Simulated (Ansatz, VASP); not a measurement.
Two plane-wave programs on SiO2

```xyz
6
Lattice="4.3547 0.0000 0.0000 0.0000 4.3547 0.0000 0.0000 0.0000 2.5005" Properties=species:S:1:pos:R:3 pbc="T T T"
Si    2.1774    2.1774    1.2502
Si    0.0000    0.0000    0.0000
O     3.0240    3.0240    0.0000
O     0.8467    3.5081    1.2502
O     1.3307    1.3307    0.0000
O     3.5081    0.8467    1.2502
```

Alike in both runs: task single point; functional LDA; k mesh 6 × 6 × 10; occupations gaussian, width 0.05 eV; no spin polarisation.

|  | VASP | Ansatz |
| --- | --- | --- |
| version | VASP 6.6.1 | Ansatz 0.2.0 |
| potentials or method | VASP PAW LDA potentials, release 64 (Si, O), cutoff 520 eV | scalar-relativistic, plane waves, PAW |
| valence electrons in the cell | 32 | 32 |

Ansatz gave:

```
gap on the k mesh at the Fermi level (eV)                     : 5.44
least direct gap on the mesh (eV)                             : 5.44
pressure (GPa)                                                : -2.8
traceless stress, the component that is largest in VASP (GPa) : 36.07
rms of the force components (eV/Å)                            : 0.469
```

**Question.** What did VASP give for the same quantities?

**Answer.** gap on the k mesh at the Fermi level (eV): 5.42; least direct gap on the mesh (eV): 5.42; pressure (GPa): -1.7; traceless stress, the component that is largest in VASP (GPa): 37.07; rms of the force components (eV/Å): 0.432.

Ansatz warns that its potentials were made for another functional, while VASP's fit it. LDA's correlation is that of Perdew and Zunger in VASP and of Perdew and Wang (1992) in Ansatz. Atom by atom the forces differ by 0.037 eV/Å (rms over components).
